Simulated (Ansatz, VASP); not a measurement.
## One calculation of MgO, two programs

The input INCAR:

```
PREC = Accurate
ENCUT = 520
EDIFF = 1E-6
ISMEAR = 0
SIGMA = 0.05
LREAL = F
LASPH = T
NELM = 80
ALGO = Normal
ISIF = 2
LWAVE = F
LCHARG = F
GGA = PS
NBANDS = 26
```

Contents of KPOINTS:

```
regular mesh
0
Gamma
  6 6 6
```

POSCAR

```
MgO
1.0
    4.2400261498      0.1230923425     -0.0495345033
   -0.1230923425     -4.3488065764      0.1675360144
    0.0495345033      0.1675360144     -4.3381344550
Mg O
4 4
Direct
   -0.0004850065      0.4942042346      0.5060989300
    0.4948344062     -0.0026204142      0.4921733186
    0.5099794505      0.5078686483     -0.0024307289
   -0.0049748012      0.0062137141     -0.0104764491
    0.5019828638     -0.0074034808      0.0070694577
   -0.0009489344      0.5040248226     -0.0040463254
   -0.0069941091     -0.0088503291      0.5071295116
    0.5066061307      0.5065628044      0.5044822853
```

Input for Ansatz:

```yaml
crystal:
  lattice:
    - [4.2400261498, 0.1230923425, -0.0495345033]
    - [-0.1230923425, -4.3488065764, 0.1675360144]
    - [0.0495345033, 0.1675360144, -4.338134455]
  atoms:
    - { symbol: Mg, position: [-0.0004850065, 0.4942042346, 0.50609893] }
    - { symbol: Mg, position: [0.4948344062, -0.0026204142, 0.4921733186] }
    - { symbol: Mg, position: [0.5099794505, 0.5078686483, -0.0024307289] }
    - { symbol: Mg, position: [-0.0049748012, 0.0062137141, -0.0104764491] }
    - { symbol: O, position: [0.5019828638, -0.0074034808, 0.0070694577] }
    - { symbol: O, position: [-0.0009489344, 0.5040248226, -0.0040463254] }
    - { symbol: O, position: [-0.0069941091, -0.0088503291, 0.5071295116] }
    - { symbol: O, position: [0.5066061307, 0.5065628044, 0.5044822853] }
basis:
  ecutwfc: 420
kpoints:
  mp_grid: { grid: [6, 6, 6] }
hamiltonian:
  xc: pbesol
scf:
  occupations: { method: gaussian, width: 0.05 }
output:
  forces: true
  stress: true
  eigenvalues: true
```

Change from the starting cell: all atoms moved at random (sigma 0.03 Å a component), cell strained at random (sigma 0.03).

Alike in both runs: task single point; functional PBEsol; k mesh 6 × 6 × 6; occupations gaussian, width 0.05 eV; no spin polarisation.

|  | VASP | Ansatz |
| --- | --- | --- |
| version | VASP 6.6.1 | Ansatz 0.2.0 |
| potentials or method | VASP PAW PBE potentials, release 64 (Mg, O), cutoff 520 eV | scalar-relativistic, plane waves, PAW |
| valence electrons in the cell | 32 | 64 |

Ansatz gave:

* gap on the k mesh at the Fermi level (eV): 3.58
* least direct gap on the mesh (eV): 3.58
* pressure (GPa): -8.0
* traceless stress, the component that is largest in VASP (GPa): 10.14
* rms of the force components (eV/Å): 0.251

Task: Estimate VASP's values.

Result: gap on the k mesh at the Fermi level (eV): 3.57; least direct gap on the mesh (eV): 3.57; pressure (GPa): -8.6; traceless stress, the component that is largest in VASP (GPa): 10.21; rms of the force components (eV/Å): 0.254.

VASP's potentials were made for PBE, not for PBEsol. Atom by atom the forces differ by 0.003 eV/Å (rms over components). With one functional, cell and mesh, what is left measures potentials, basis and numerics. VASP's potentials hold 32 valence electrons a cell and Ansatz's 64, so a difference there can come from the potentials and not from the codes.
